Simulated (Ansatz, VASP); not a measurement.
# Rh: VASP beside Ansatz

```
CELL_PARAMETERS angstrom
0.00000 1.87686 1.87686
1.87686 0.00000 1.87686
1.87686 1.87686 0.00000
ATOMIC_POSITIONS crystal
Rh 0.00000 0.00000 0.00000
```

Alike in both runs: functional LDA; k mesh 17 × 17 × 17; occupations fermi-dirac, width 0.05 eV; no spin polarisation.

Ansatz relaxed the structure, and its values are those at the end. VASP's run is a single point on that final structure, the one shown.

|  | VASP | Ansatz |
| --- | --- | --- |
| version | VASP 6.6.1 | Ansatz 0.2.0 |
| potentials or method | VASP PAW LDA potentials, release 64 (Rh_sv_GW) | PAW with Ansatz's default frozen-core files, scalar-relativistic |
| plane-wave cutoff (eV) | 620 | 420 |
| valence electrons in the cell | 17 | 17 |

|  | VASP | Ansatz | Ansatz less VASP |
| --- | --- | --- | --- |
| pressure (GPa) | 0.5 | 0.0 | -0.48 |

LDA's correlation is that of Perdew and Zunger in VASP and of Perdew and Wang (1992) in Ansatz.
